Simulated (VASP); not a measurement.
Set up this calculation in VASP 6.6.1, as the native input.

```yaml
Task: single point
Functional: r2SCAN
Potentials_or_basis: VASP PAW PBE potentials, release 64 (Hf_pv, N)
Cutoff: 520 eV
k_mesh: 22 × 22 × 22
Occupations: gaussian, width 0.15 eV
Spin: no spin polarisation
Dipole_correction: no
Further_INCAR_settings: ALGO = Normal; EDIFF = 1e-06; NBANDS = 14
```

HfN:

```
CELL_PARAMETERS angstrom
0.00000 2.44581 2.51918
2.44581 0.00000 2.51918
2.44581 2.44581 0.00000
ATOMIC_POSITIONS crystal
Hf 0.00000 0.00000 0.00000
N 0.75000 0.75000 0.75000
```

This cell differs from its parent crystal: strain +0.000 along x and y, +0.030 along z.

These files were run (other wordings do the same):

POSCAR

```
HfN
1.0
    0.0000000000      2.4458088209      2.5191830855
    2.4458088209      0.0000000000      2.5191830855
    2.4458088209      2.4458088209      0.0000000000
Hf N
1 1
Direct
    0.0000000000      0.0000000000      0.0000000000
    0.7500000000      0.7500000000      0.7500000000
```

INCAR.step1

```
SYSTEM = HfN
ALGO     = Normal         ! electronic algorithm
EDIFF    = 1E-4           ! SCF threshold, eV
ENCUT    = 520            ! plane-wave cutoff, eV
GGA      = PE             ! functional
ISMEAR   = 0              ! smearing method
LASPH    = .True.         ! aspherical terms in the spheres
LCHARG   = .False.        ! write CHGCAR
LREAL    = .False.        ! projectors in reciprocal space
LWAVE    = .True.         ! write WAVECAR
NBANDS   = 14             ! bands
NELM     = 80             ! most SCF steps
PREC     = Accurate       ! precision mode
SIGMA    = 0.15           ! smearing width, eV
```

INCAR.step2

```
SYSTEM = HfN
ALGO     = Normal         ! electronic algorithm
EDIFF    = 1E-6           ! SCF threshold, eV
ENCUT    = 520            ! plane-wave cutoff, eV
ISIF     = 2              ! what is computed and relaxed
ISMEAR   = 0              ! smearing method
ISTART   = 1            
LASPH    = .True.         ! aspherical terms in the spheres
LCHARG   = .False.        ! write CHGCAR
LMIXTAU  = .True.       
LREAL    = .False.        ! projectors in reciprocal space
LWAVE    = .False.        ! write WAVECAR
METAGGA  = R2SCAN         ! meta-GGA
NBANDS   = 14             ! bands
NELM     = 80             ! most SCF steps
PREC     = Accurate       ! precision mode
SIGMA    = 0.15           ! smearing width, eV
```

KPOINTS

```
k-points
0
Gamma
  22 22 22
  0 0 0
```

Potentials or basis: VASP PAW PBE potentials, release 64 (Hf_pv, N).

The run is started by

```bash
$ cat potpaw_PBE.64/Hf_pv/POTCAR potpaw_PBE.64/N/POTCAR > POTCAR
$ cp INCAR.step1 INCAR
$ mpirun -np 1 vasp_std > vasp.out
$ cp INCAR.step2 INCAR
$ mpirun -np 1 vasp_std > vasp.out
```

Results of the run:

| Property | Result |
| --- | --- |
| Pressure | -7.1 GPa |
| Band gap on the k mesh | zero (an odd number of electrons rules out a gap without spin polarisation) |

Caveat: the cell differs from its parent crystal (strain +0.000 along x and y, +0.030 along z); the stress differs along the axes, from -10 to -5 GPa; the PAW data sets were made with another functional, which shifts forces and pressure a little; spin-orbit coupling is left out, which moves the levels of the heavy elements.

It took 28 min on 1 thread of Oxide Virtual Turin-like Processor, on a shared host, peak memory 0.44 GiB.
